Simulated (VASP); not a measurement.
# ScAl3N4 (Pmn2_1) in VASP: further runs

The runs below take ScAl3N4 through single point, with PBE.

Program: VASP 6.6.1. These are calculated values, not measurements. Logs are shortened: lines on timing, memory, paths and dates and some standing lists are left out, and cuts for length are marked.

### Step 1. The cell of the first run

Symmetry: Pmn2_1, No. 31, orthorhombic system. The conventional cell has a = 6.483 Å, b = 5.610 Å, c = 5.065 Å, α = 90.00°, β = 90.00°, γ = 90.00°. Within 2.7 Å of Sc (site symmetry m) lie 4 N at 2.08 to 2.17 Å. Al (site symmetry m) has 4 N at 1.89 to 1.94 Å within 2.5 Å. Within 2.5 Å of Al (site symmetry 1) lie 4 N at 1.90 to 1.95 Å. Within 2.5 Å of N (site symmetry m) lie 3 Al at 1.91 Å and 1 Sc at 2.09 Å. Within 2.6 Å of N (site symmetry m) lie 3 Al at 1.94 to 1.95 Å and 1 Sc at 2.17 Å. N (site symmetry 1) has 3 Al at 1.89 to 1.91 Å and 1 Sc at 2.08 Å within 2.5 Å.

### Step 2. Single point, PBE

File INCAR:

```
SYSTEM = ScAl3N4
ALGO = Normal ; EDIFF = 1E-6
ENCUT = 520 ; GGA = PE
ISIF = 2 ; ISMEAR = 0
LASPH = .TRUE. ; LCHARG = .FALSE.
LREAL = Auto ; LWAVE = .FALSE.
NBANDS = 54 ; NELM = 80
PREC = Accurate ; SIGMA = 0.02
```

File KPOINTS:

```
k-points
0
G
  4 4 6
  0 0 0
```

File POSCAR:

```
ScAl3N4
1.0
    6.4831549946      0.0000000000      0.0000000000
    0.0000000000      5.6099080262      0.0000000000
    0.0000000000      0.0000000000      5.0646774199
Sc Al N
2 6 8
Direct
    0.0000000000      0.8365687316      0.9908247980
    0.5000000000      0.1634312684      0.4908247980
    0.0000000000      0.1787810440      0.5048895718
    0.5000000000      0.8212189560      0.0048895718
    0.2502942939      0.3377761374      0.0045113991
    0.7502942939      0.6622238626      0.5045113991
    0.2497057061      0.6622238626      0.5045113991
    0.7497057061      0.3377761374      0.0045113991
    0.0000000000      0.1956394809      0.8813122387
    0.0000000000      0.8413794403      0.4186452480
    0.2341348432      0.3439906215      0.3801526727
    0.7658651568      0.3439906215      0.3801526727
    0.5000000000      0.8043605191      0.3813122387
    0.5000000000      0.1586205597      0.9186452480
    0.7341348432      0.6560093785      0.8801526727
    0.2658651568      0.6560093785      0.8801526727
```

Potentials or basis: VASP PAW PBE potentials, release 64 (Sc_sv, Al, N).

The run is started by

```
$ cat potpaw_PBE.64/Sc_sv/POTCAR potpaw_PBE.64/Al/POTCAR potpaw_PBE.64/N/POTCAR > POTCAR
$ mpirun -np 1 vasp_std > vasp.out
```

OUTCAR:

```text
SYSTEM = ScAl3N4
   EDIFF = 1E-6
   ENCUT = 520
   GGA = PE
   ISIF = 2
   ISMEAR = 0
   LASPH = .TRUE.
   LREAL = Auto
   NELM = 80
   PREC = Accurate

 ion  position               nearest neighbor table
   1  0.000  0.837  0.991-  15 2.08  16 2.08   9 2.09  10 2.17   6 3.11   7 3.11   3 3.12   7 3.22
                             6 3.22   3 3.23   5 3.24   8 3.24   4 3.24   4 3.24   5 3.25   8 3.25
   2  0.500  0.163  0.491-  11 2.08  12 2.08  13 2.09  14 2.17   5 3.11   8 3.11   4 3.12   8 3.22
                             5 3.22   4 3.23   7 3.24   6 3.24   3 3.24   3 3.24   7 3.25   6 3.25
   3  0.000  0.179  0.505-  11 1.89  12 1.89   9 1.91  10 1.94   1 3.12   5 3.14   8 3.14   5 3.14
                             8 3.14   7 3.16   6 3.16   1 3.23   2 3.24   2 3.24   7 3.32   6 3.32
   4  0.500  0.821  0.005-  15 1.89  16 1.89  13 1.91  14 1.94   2 3.12   6 3.14   7 3.14   6 3.14
                             7 3.14   5 3.16   8 3.16   2 3.23   1 3.24   1 3.24   5 3.32   8 3.32
   5  0.250  0.338  0.005-  16 1.90  11 1.91   9 1.91  14 1.95   2 3.11   7 3.12   7 3.12   3 3.14
                             3 3.14   4 3.16   2 3.22   1 3.24   8 3.24   8 3.25   1 3.25   4 3.32
   6  0.750  0.662  0.505-  12 1.90  15 1.91  13 1.91  10 1.95   1 3.11   8 3.12   8 3.12   4 3.14
                             4 3.14   3 3.16   1 3.22   2 3.24   7 3.24   7 3.25   2 3.25   3 3.32
   7  0.250  0.662  0.505-  11 1.90  16 1.91  13 1.91  10 1.95   1 3.11   5 3.12   5 3.12   4 3.14
                             4 3.14   3 3.16   1 3.22   2 3.24   6 3.24   6 3.25   2 3.25   3 3.32
   8  0.750  0.338  0.005-  15 1.90  12 1.91   9 1.91  14 1.95   2 3.11   6 3.12   6 3.12   3 3.14
                             3 3.14   4 3.16   2 3.22   1 3.24   5 3.24   5 3.25   1 3.25   4 3.32
   9  0.000  0.196  0.881-   3 1.91   5 1.91   8 1.91   1 2.09
  10  0.000  0.841  0.419-   3 1.94   6 1.95   7 1.95   1 2.17
  11  0.234  0.344  0.380-   3 1.89   7 1.90   5 1.91   2 2.08
  12  0.766  0.344  0.380-   3 1.89   6 1.90   8 1.91   2 2.08
  13  0.500  0.804  0.381-   4 1.91   6 1.91   7 1.91   2 2.09
  14  0.500  0.159  0.919-   4 1.94   5 1.95   8 1.95   2 2.17
  15  0.734  0.656  0.880-   4 1.89   8 1.90   6 1.91   1 2.08
  16  0.266  0.656  0.880-   4 1.89   5 1.90   7 1.91   1 2.08

  LATTYP: Found a simple orthorhombic cell.
 ALAT       =     5.0646774199
 B/A-ratio  =     1.1076535702
 C/A-ratio  =     1.2800726398

  Lattice vectors:

 A1 = (   0.0000000000,   0.0000000000,  -5.0646774199)
 A2 = (   0.0000000000,   5.6099080262,   0.0000000000)
 A3 = (   6.4831549946,   0.0000000000,   0.0000000000)

Analysis of symmetry for initial positions (statically):
=====================================================================
 Subroutine PRICEL returns:
 Original cell was already a primitive cell.

 Routine SETGRP: Setting up the symmetry group for a
 simple orthorhombic supercell.

 Subroutine GETGRP returns: Found  4 space group operations
 (whereof  2 operations were pure point group operations)
 out of a pool of  8 trial point group operations.

The static configuration has the point symmetry C_1h.
 The point group associated with its full space group is C_2v.

Analysis of symmetry for dynamics (positions and initial velocities):
=====================================================================
 Subroutine PRICEL returns:
 Original cell was already a primitive cell.

 Routine SETGRP: Setting up the symmetry group for a
 simple orthorhombic supercell.

 Subroutine GETGRP returns: Found  4 space group operations
 (whereof  2 operations were pure point group operations)
 out of a pool of  8 trial point group operations.

The dynamic configuration has the point symmetry C_1h.
 The point group associated with its full space group is C_2v.

 Subroutine INISYM returns: Found  4 space group operations
 (whereof  2 operations are pure point group operations),
 and found     1 'primitive' translations

----------------------------------------------------------------------------------------

                                     Primitive cell

  volume of cell :     184.2018

  direct lattice vectors                    reciprocal lattice vectors
     6.483154995  0.000000000  0.000000000     0.154245888  0.000000000  0.000000000
     0.000000000  5.609908026  0.000000000     0.000000000  0.178256042  0.000000000
     0.000000000  0.000000000  5.064677420     0.000000000  0.000000000  0.197445941

  length of vectors
     6.483154995  5.609908026  5.064677420     0.154245888  0.178256042  0.197445941

  position of ions in fractional coordinates (direct lattice)
     0.000000000  0.836568732  0.990824798
     0.500000000  0.163431268  0.490824798
     0.000000000  0.178781044  0.504889572
[... 45 lines left out ...]
     0.000000000  0.044564010  0.000000000     0.000000000  0.250000000  0.000000000
     0.000000000  0.000000000  0.032907657     0.000000000  0.000000000  0.166666667

[... 30 lines left out ...]
   NGXF,Y,Z  is equivalent  to a cutoff of  24.62, 24.89, 26.26 a.u.
 SYSTEM =  ScAl3N4
   PREC   = accura    normal or accurate (medium, high low for compatibility)
   ISTART =      0    job   : 0-new  1-cont  2-samecut
   ICHARG =      2    charge: 1-file 2-atom 10-const
   ISPIN  =      1    spin polarized calculation?
   LNONCOLLINEAR =      F non collinear calculations
   LSORBIT =      F    spin-orbit coupling
   LASPH  =      T    aspherical Exc in radial PAW
   ENCUT  =  520.0 eV  38.22 Ry    6.18 a.u.  12.05 10.43  9.42*2*pi/ulx,y,z
   NELM   =     80;   NELMIN=  2; NELMDL= -5     # of ELM steps
   EDIFF  = 0.1E-05   stopping-criterion for ELM
   LREAL  =      T    real-space projection
   EDIFFG = 0.1E-04   stopping-criterion for IOM
   NSW    =      0    number of steps for IOM
   IBRION =     -1    ionic relax: 0-MD 1-quasi-New 2-CG
   NFREE  =      0    steps in history (QN), initial steepest desc. (CG)
   ISIF   =      2    stress and relaxation
   ISYM   =      2    0-nonsym 1-usesym 2-fastsym
   POTIM  = 0.5000    time-step for ionic-motion
   TEBEG  =    0.0;   TEEND  =   0.0 temperature during run
   PSTRESS=    0.0 pullay stress
   NELECT =      80.0000    total number of electrons
   NUPDOWN=      -1.0000    fix difference up-down
   EMIN   =  10.00;   EMAX   =-10.00  energy-range for DOS
   EFERMI =   0.00;   METHOD = LEGACY
   ISMEAR =     0;   SIGMA  =   0.02  broadening in eV -4-tet -1-fermi 0-gaus
   EFERMI_NEDOS =   21; number of points for ismear=-14 and -15
   IALGO  =     38    algorithm
   IMIX   =      4    mixing-type and parameters
     AMIX     =   0.40;   BMIX     =  1.00
     AMIX_MAG =   1.60;   BMIX_MAG =  1.00
  volume/ion in A,a.u.               =      11.51        77.69
  Fermi-wavevector in a.u.,A,eV,Ry     =   1.239767  2.342821 20.912467  1.537023
  Thomas-Fermi vector in A             =   2.374237
   LORBIT       =      0    0 simple, 1 ext, 2 COOP (PROOUT), +10 PAW based schemes
   GGA     = PE    functional components
   LHFCALC =     F    Hartree Fock is set to
   AEXX    =    0.0000 exact exchange contribution
   IVDW    =     0    specifies the selected vdW correction
   LEPSILON=     F    determine dielectric tensor
   LRPA    =     F    only Hartree local field effects (RPA)
 non-spin polarized calculation
 Gauss-broadening in eV      SIGMA  =   0.02
  energy-cutoff  :      520.00
  volume of cell :      184.20
 maximum number of plane-waves:      4988
   NGX = 25   NGY = 21   NGZ = 19

 number of electron      79.9999994 magnetization

 Free energy of the ion-electron system (eV)
  ---------------------------------------------------
  ext. energy  EPLUGINS =         0.00000000
  ---------------------------------------------------
  free energy    TOTEN  =      -124.51516815 eV

  energy without entropy =     -124.51516815  energy(sigma->0) =     -124.51516815

 E-fermi :   5.0814     XC(G=0): -10.7486

 val. band max:        4.9404546157   @ k =   0.2500   0.0000   0.0000
 cond. band min:       8.6170623889   @ k =   0.0000   0.0000   0.0000
 fundamental gap:      3.6766077732
 Fermi energy:         5.0813868390

 k-point     1 :       0.0000    0.0000    0.0000
  band No.  band energies     occupation
      1     -42.1989      2.00000
      2     -42.1983      2.00000
      3     -20.9579      2.00000
      4     -20.9474      2.00000
      5     -20.9406      2.00000
      6     -20.9361      2.00000
[... 1309 lines left out ...]
     51      11.6268      0.00000
     52      11.8112      0.00000

 [... further k-points ...]

 [bands above 52 left out]

------------------------ aborting loop because EDIFF is reached ----------------------------------------

  FORCE on cell =-STRESS in cart. coord.  units (eV):
  Direction    XX          YY          ZZ          XY          YZ          ZX
  --------------------------------------------------------------------------------------
  -------------------------------------------------------------------------------------
  Total        0.0406108      0.0559231      0.0759402      0.0000000      0.0000000      0.0000000
  in kB        0.3532301      0.4864160      0.6605234      0.0000000      0.0000000      0.0000000
  external PRESSURE =       0.5000565 kB  Pullay stress =       0.0000000 kB

 VOLUME and BASIS-vectors are now :
 -----------------------------------------------------------------------------
  energy-cutoff  :      520.00
  volume of cell :      184.20
      direct lattice vectors                 reciprocal lattice vectors
     6.483154995  0.000000000  0.000000000     0.154245888  0.000000000  0.000000000
     0.000000000  5.609908026  0.000000000     0.000000000  0.178256042  0.000000000
     0.000000000  0.000000000  5.064677420     0.000000000  0.000000000  0.197445941

 POSITION                                       TOTAL-FORCE (eV/Angst)
 -----------------------------------------------------------------------------------
      0.00000      4.69307      5.01821         0.000000      0.004205      0.007035
      3.24158      0.91683      2.48587         0.000000     -0.004205      0.007035
      0.00000      1.00295      2.55710         0.000000      0.002658     -0.004826
      3.24158      4.60696      0.02476         0.000000     -0.002658     -0.004826
      1.62270      1.89489      0.02285        -0.000146      0.004896      0.003926
      4.86427      3.71501      2.55519        -0.000146     -0.004896      0.003926
[... 8 lines left out ...]
      4.75951      3.68015      4.45769        -0.053778     -0.030992     -0.017102
      1.72365      3.68015      4.45769         0.053778     -0.030992     -0.017102
 -----------------------------------------------------------------------------------
    total drift:                                0.000000      0.000000      0.007737

  FREE ENERGIE OF THE ION-ELECTRON SYSTEM (eV)
  ---------------------------------------------------
  free  energy   TOTEN  =      -124.5151681486 eV

  energy  without entropy=     -124.5151681486  energy(sigma->0) =     -124.51516815
```

It took 5.7 min on 1 thread of Intel Xeon 6975P-C (Granite Rapids), shared host; peak memory 0.4 GiB.

What came out:

```yaml
Free_energy: -124.5152 eV
Pressure: 0.1 GPa
Largest_force: 0.064 eV/Å
Band_gap_on_the_k_mesh: 3.68 eV
```

Forces in eV/Å, atoms in the order of the input:
```
Sc   0.000  0.004  0.007
Sc   0.000 -0.004  0.007
Al   0.000  0.003 -0.005
Al   0.000 -0.003 -0.005
Al   0.000  0.005  0.004
Al   0.000 -0.005  0.004
Al   0.000 -0.005  0.004
Al   0.000  0.005  0.004
N    0.000  0.056 -0.017
N    0.000  0.001  0.041
N   -0.054  0.031 -0.017
N    0.054  0.031 -0.017
N    0.000 -0.056 -0.017
N    0.000 -0.001  0.041
N   -0.054 -0.031 -0.017
N    0.054 -0.031 -0.017
```

### Step 3. Single point, PBE

File INCAR:

```
SYSTEM = ScAl3N4
ALGO     = Normal         ! electronic algorithm
EDIFF    = 1E-7           ! SCF threshold, eV
ENCUT    = 520            ! plane-wave cutoff, eV
GGA      = PE             ! functional
ISIF     = 2              ! what is computed and relaxed
ISMEAR   = 0              ! smearing method
LASPH    = .True.         ! aspherical terms in the spheres
LCHARG   = .False.        ! write CHGCAR
LREAL    = Auto         
LWAVE    = .False.        ! write WAVECAR
NBANDS   = 54             ! bands
NELM     = 60             ! most SCF steps
PREC     = Accurate       ! precision mode
SIGMA    = 0.01           ! smearing width, eV
```

File KPOINTS:

```
k-points
0
Gamma
  4 4 6
  0 0 0
```

File POSCAR:

```
ScAl3N4
1.0
    6.4831536401      0.0000000000      0.0000000000
    0.0000000000      5.6098344820      0.0000000000
    0.0000000000      0.0000000000      5.0646684748
Sc Al N
2 6 8
Direct
    0.0000000000      0.8366133153      0.9908022020
    0.5000000000      0.1633866847      0.4908022020
    0.0000000000      0.1787901543      0.5048719425
    0.5000000000      0.8212098457      0.0048719425
    0.2503092775      0.3377914147      0.0045210976
    0.7503092775      0.6622085853      0.5045210976
    0.2496907225      0.6622085853      0.5045210976
    0.7496907225      0.3377914147      0.0045210976
    0.0000000000      0.1956482819      0.8813294660
    0.0000000000      0.8413839900      0.4186235904
    0.2341358238      0.3439864535      0.3801653020
    0.7658641762      0.3439864535      0.3801653020
    0.5000000000      0.8043517181      0.3813294660
    0.5000000000      0.1586160100      0.9186235904
    0.7341358238      0.6560135465      0.8801653020
    0.2658641762      0.6560135465      0.8801653020
```

Potentials or basis: VASP PAW PBE potentials, release 64 (Sc_sv, Al, N).

The run is started by

```
$ cat potpaw_PBE.64/Sc_sv/POTCAR potpaw_PBE.64/Al/POTCAR potpaw_PBE.64/N/POTCAR > POTCAR
$ mpirun -np 1 vasp_std > vasp.out
```

Wall time 13 min (1 thread of Oxide Virtual Turin-like, shared host); peak memory 0.36 GiB.

Results (log left out):

* Free energy: -124.5152 eV
* Pressure: 0.1 GPa
* Largest force: 0.064 eV/Å
* Band gap on the k mesh: 3.68 eV

Forces on the atoms (eV/Å):
```
Sc   0.000  0.001  0.008
Sc   0.000 -0.001  0.008
Al   0.000  0.002 -0.003
Al   0.000 -0.002 -0.003
Al  -0.002  0.004  0.003
Al  -0.002 -0.004  0.003
Al   0.002 -0.004  0.003
Al   0.002  0.004  0.003
N    0.000  0.058 -0.018
N    0.000  0.001  0.042
N   -0.053  0.030 -0.018
N    0.053  0.030 -0.018
N    0.000 -0.058 -0.018
N    0.000 -0.001  0.042
N   -0.053 -0.030 -0.018
N    0.053 -0.030 -0.018
```

Levels at points of the mesh, in eV from the valence-band top:
| k point | band 38 | band 39 | band 40 | band 41 | band 42 | band 43 |
| --- | --- | --- | --- | --- | --- | --- |
| (0.00, 0.00, 0.00) | -0.48 | -0.27 | 0.00 | 3.68 | 4.13 | 4.14 |
| (0.50, 0.00, 0.00) | -0.45 | -0.07 | -0.07 | 3.93 | 3.93 | 4.84 |
| (0.00, 0.50, 0.00) | -0.28 | -0.22 | -0.07 | 4.01 | 4.32 | 4.36 |
| (0.50, 0.50, 0.00) | -0.26 | -0.12 | -0.12 | 4.33 | 4.33 | 4.71 |
| (0.00, 0.00, 0.50) | -0.44 | -0.40 | -0.40 | 4.27 | 4.27 | 4.78 |
| (0.50, 0.00, 0.50) | -0.49 | -0.19 | -0.19 | 4.64 | 4.64 | 4.90 |
| (0.00, 0.50, 0.50) | -0.54 | -0.32 | -0.32 | 4.58 | 4.58 | 4.80 |
| (0.50, 0.50, 0.50) | -0.36 | -0.22 | -0.22 | 4.60 | 4.60 | 4.80 |

A k mesh can miss the band edges.

### Step 4. Single point, PBE (12.66 Å³/atom)

This run uses another cell than the first one, of 12.66 Å³/atom.

File INCAR:

```
  ALGO = Normal
  EDIFF = 1E-6
  ENCUT = 520
  GGA = PE
  ISIF = 2
  ISMEAR = 0
  LASPH = True
  LCHARG = False
  LREAL = Auto
  LWAVE = False
  NBANDS = 54
  NELM = 100
  PREC = Accurate
  SIGMA = 0.02
```

File KPOINTS:

```
k-points
0
Gamma
  4 4 6
```

File POSCAR:

```
ScAl3N4
1.0
    6.6694643522      0.0000000000      0.0000000000
    0.0000000000      5.7740193379      0.0000000000
    0.0000000000      0.0000000000      5.2615951746
Sc Al N
2 6 8
Direct
    0.0000000000      0.8367001552      0.9927093709
    0.5000000000      0.1632998448      0.4927093709
    0.0000000000      0.1800443894      0.5061129983
    0.5000000000      0.8199556106      0.0061129983
    0.2497825864      0.3384833885      0.0063013199
    0.7497825864      0.6615166115      0.5063013199
    0.2502174136      0.6615166115      0.5063013199
    0.7502174136      0.3384833885      0.0063013199
    0.0000000000      0.1945654219      0.8796714378
    0.0000000000      0.8410343104      0.4157250620
    0.2347835553      0.3438371134      0.3790892456
    0.7652164447      0.3438371134      0.3790892456
    0.5000000000      0.8054345781      0.3796714378
    0.5000000000      0.1589656896      0.9157250620
    0.7347835553      0.6561628866      0.8790892456
    0.2652164447      0.6561628866      0.8790892456
```

The run is started by

```
$ cat potpaw_PBE.64/Sc_sv/POTCAR potpaw_PBE.64/Al/POTCAR potpaw_PBE.64/N/POTCAR > POTCAR
$ mpirun -np 1 vasp_std > vasp.out
```

Wall time 16 min (1 thread of Oxide Virtual Turin-like, shared host); peak memory 0.41 GiB.

The run converged. Its results:

```yaml
Free_energy: -123.6636 eV
Pressure: -13.9 GPa
Largest_force: 0.053 eV/Å
Band_gap_on_the_k_mesh: 3.21 eV (least direct gap 3.21 eV)
```

Forces on the atoms (eV/Å):
```
Sc   0.000  0.001  0.011
Sc   0.000 -0.001  0.011
Al   0.000  0.008 -0.001
Al   0.000 -0.008 -0.001
Al  -0.003  0.000 -0.004
Al  -0.003  0.000 -0.004
Al   0.003  0.000 -0.004
Al   0.003  0.000 -0.004
N    0.000  0.050 -0.012
N    0.000  0.007  0.042
N   -0.045  0.022 -0.016
N    0.045  0.022 -0.016
N    0.000 -0.050 -0.012
N    0.000 -0.007  0.042
N   -0.045 -0.022 -0.016
N    0.045 -0.022 -0.016
```

Levels at points of the mesh, in eV from the valence-band top:
| k point | band 37 | band 38 | band 39 | band 40 | band 41 | band 42 | band 43 | band 44 |
| --- | --- | --- | --- | --- | --- | --- | --- | --- |
| (0.00, 0.00, 0.00) | -0.37 | -0.35 | -0.25 | -0.01 | 3.21 | 3.86 | 3.95 | 4.03 |
| (0.50, 0.00, 0.00) | -0.37 | -0.37 | -0.06 | -0.06 | 3.82 | 3.82 | 4.58 | 4.58 |
| (0.00, 0.50, 0.00) | -0.26 | -0.20 | -0.17 | -0.08 | 3.82 | 4.10 | 4.11 | 4.28 |
| (0.50, 0.50, 0.00) | -0.21 | -0.21 | -0.12 | -0.12 | 4.13 | 4.13 | 4.46 | 4.46 |
| (0.00, 0.00, 0.50) | -0.36 | -0.36 | -0.34 | -0.34 | 4.06 | 4.06 | 4.48 | 4.48 |
| (0.50, 0.00, 0.50) | -0.43 | -0.43 | -0.13 | -0.13 | 4.37 | 4.37 | 4.60 | 4.60 |
| (0.00, 0.50, 0.50) | -0.50 | -0.50 | -0.27 | -0.27 | 4.34 | 4.34 | 4.51 | 4.51 |
| (0.50, 0.50, 0.50) | -0.29 | -0.29 | -0.21 | -0.21 | 4.37 | 4.37 | 4.50 | 4.50 |

Caveat: the cell stands under tension. A k mesh can miss the band edges.

### Step 5. Overview

```csv
cell,smearing,gap on the mesh (eV),pressure (GPa),largest force (eV/Å)
"a = 6.483, b = 5.610, c = 5.065 Å, 16 atoms, atomic positions A",gaussian 0.02 eV,3.68,0.1,0.06
"a = 6.483, b = 5.610, c = 5.065 Å, 16 atoms, atomic positions A",gaussian 0.01 eV,3.68,0.1,0.06
"a = 6.669, b = 5.774, c = 5.262 Å, 16 atoms, atomic positions B",gaussian 0.02 eV,3.21,-13.9,0.05
```

Alike in all rows: task single point; level PBE; potentials or basis VASP PAW PBE potentials, release 64 (Sc_sv, Al, N); no spin polarisation; k mesh 4 × 4 × 6; cutoff (eV) 520.

Caveats: the cell stands under tension (at least some runs).

Total energies depend on the potentials used, so only differences within one code and one set of settings carry meaning.
